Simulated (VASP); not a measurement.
The system is KTaO3.

```
K Ta O
1.0
     3.98373    0.00000    0.00000
     0.00000    3.98373    0.00000
     0.00000    0.00000    3.98373
K Ta O
1 1 3
Cartesian
  1.9919 1.9919 1.9919
  0.0000 0.0000 0.0000
  1.9919 0.0000 0.0000
  0.0000 1.9919 0.0000
  0.0000 0.0000 1.9919
```

This cell differs from its parent crystal: volume changed by -3%.

Base run:

* Program: VASP 6.6.1
* Functional: PBE
* Potentials or basis: VASP PAW PBE potentials, release 64 (K_sv, Ta_sv_GW, O)
* Cutoff: 600 eV
* k mesh: 6 × 6 × 6
* Occupations: gaussian, width 0.01 eV
* Spin: no spin polarisation

Its results: band gap on the k mesh 2.22 eV, indirect (least direct gap 2.83 eV); pressure 6.3 GPa.

Problem. The run is repeated on the same cell with these changes: potentials or basis from VASP PAW PBE potentials, release 64 (K_sv, Ta_sv_GW, O) to VASP PAW PBE potentials, release 64 (K_sv, Ta_pv, O); cutoff from 600 eV to 520 eV; further incar settings from ALGO = Normal; EDIFF = 1e-06; NBANDS = 28 to ALGO = Normal; EDIFF = 1e-06; NBANDS = 27; valence electrons from 40 to 38. What comes out?

Solution. Band gap on the k mesh 2.18 eV, indirect (least direct gap 2.80 eV); pressure 6.8 GPa.

Caveats: spin-orbit coupling is left out, which moves the levels of the heavy elements.

A k mesh can miss the band edges.
